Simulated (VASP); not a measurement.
Here is a VASP 6.6.1 calculation.

File POSCAR:

```
GaN
1.0
    0.0000000000      2.2163739300      2.2804309800
    2.2163739300      0.0000000000      2.2804309800
    2.2163739300      2.2163739300      0.0000000000
Ga N
1 1
Direct
    0.0140499758      0.0140499758     -0.0140499758
    0.4859500242      0.4859500242      0.5140499758
```

Contents of INCAR.step1:

```
SYSTEM = GaN
ALGO = Normal
EDIFF = 1E-4
ENCUT = 520
GGA = PE
ISMEAR = 0
LASPH = .True.
LCHARG = .False.
LREAL = .False.
LWAVE = .True.
NBANDS = 16
NELM = 80
PREC = Accurate
SIGMA = 0.02
```

Contents of INCAR.step2:

```
SYSTEM = GaN
ALGO = Normal
EDIFF = 1E-6
ENCUT = 520
ISIF = 2
ISMEAR = 0
ISTART = 1
LASPH = .True.
LCHARG = .False.
LMIXTAU = .True.
LREAL = .False.
LWAVE = .False.
METAGGA = R2SCAN
NBANDS = 16
NELM = 80
PREC = Accurate
SIGMA = 0.02
```

The input KPOINTS:

```
k-points
0
Gamma
  12 12 12
  0 0 0
```

Potentials or basis: VASP PAW PBE potentials, release 64 (Ga_d, N).

Command:

```bash
$ cat potpaw_PBE.64/Ga_d/POTCAR potpaw_PBE.64/N/POTCAR > POTCAR
$ cp INCAR.step1 INCAR
$ mpirun -np 1 vasp_std > vasp.out
$ cp INCAR.step2 INCAR
$ mpirun -np 1 vasp_std > vasp.out
```

(1) What does it give for the pressure?

(2) Estimate the band gap on the k mesh.

(3) Estimate the largest force.

Answers

(1) -27.3 GPa.

(2) zero (band 9 reaches 5.72 eV, above the bottom of band 10 at 5.70 eV).

(3) 0.252 eV/Å.

Caveat: the cell differs from its parent crystal (strained and its atoms moved); the PAW data sets were made with another functional, which shifts forces and pressure a little.
